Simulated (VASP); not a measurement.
Runs of VASP 6.6.1 on Al6N. The structure is that of space group P3m1 (No. 156), or close to it. The cells are those of the table. 

```tsv
cell	k mesh	smearing	gap on the mesh (eV)	pressure (GPa)	largest force (eV/Å)
a = 3.041, b = 3.041, c = 28.456 Å, angles 90.0, 90.0, 120.0°, 14 atoms	12 × 12 × 2	gaussian 0.1 eV	none	(a)	0.01
a = 2.984, b = 2.984, c = 27.878 Å, angles 90.0, 90.0, 120.0°, 14 atoms	12 × 12 × 1	gaussian 0.2 eV	none	0.0	0.03
a = 2.984, b = 2.984, c = 27.878 Å, angles 90.0, 90.0, 120.0°, 14 atoms	12 × 12 × 2	gaussian 0.1 eV	none	-0.1	0.01
a = 2.948, b = 2.948, c = 28.614 Å, angles 90.0, 90.0, 120.0°, 14 atoms	6 × 6 × 1	gaussian 0.2 eV	none	(b)	0.04
a = 3.013, b = 3.013, c = 28.165 Å, angles 90.0, 90.0, 120.0°, 14 atoms	12 × 12 × 2	gaussian 0.1 eV	none	-2.5	0.01
a = 2.954, b = 2.954, c = 27.594 Å, angles 90.0, 90.0, 120.0°, 14 atoms	12 × 12 × 2	gaussian 0.1 eV	none	(c)	0.01
a = 2.979, b = 2.979, c = 27.994 Å, angles 90.0, 90.0, 120.0°, 14 atoms	12 × 12 × 1	gaussian 0.1 eV	none	-0.1	0.02
```

Alike in all rows: task single point; level PBE; potentials or basis VASP PAW PBE potentials, release 64 (Al, N); no spin polarisation; cutoff (eV) 520.

Estimate the missing entries.

(a) -4.5; (b) 0.2; (c) 2.8.

Caveats: some runs use coarse meshes.

A gap of «none» marks levels without a gap at the run's occupations.
